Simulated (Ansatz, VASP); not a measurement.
One calculation of Sc, two programs

```
CELL_PARAMETERS angstrom
4.27087 0.00000 0.00000
-2.13543 3.69868 0.00000
0.00000 0.00000 4.84544
ATOMIC_POSITIONS crystal
Sc 0.22540 0.00000 0.33333
Sc 0.00000 0.22540 0.66667
Sc 0.77460 0.77460 0.00000
```

Alike in both runs: task relaxation of cell and atoms; functional PBEsol; k mesh 6 × 6 × 4; occupations gaussian, width 0.1 eV; no spin polarisation.

```csv
,VASP,Ansatz
version,VASP 6.6.1,Ansatz 0.2.0
potentials or method,"VASP PAW PBE potentials, release 64 (Sc_sv), cutoff 600 eV","scalar-relativistic, plane waves, PAW"
valence electrons in the cell,33,33
```

VASP gave:

- gap on the k mesh at the Fermi level, each at its own relaxed structure (eV): none
- relaxed volume (Å³/atom): 23.56
- relaxed length of the cell vector where the two differ most in proportion (Å): 7.907

Estimate Ansatz's values.

gap on the k mesh at the Fermi level, each at its own relaxed structure (eV): none; relaxed volume (Å³/atom): 23.88; relaxed length of the cell vector where the two differ most in proportion (Å): 3.124.

VASP's potentials were made for PBE, not for PBEsol. A gap of «none» marks a metal or a gap that the smearing closes. One of these differences is far larger than is usual between the two programs; its cause wasn't traced.
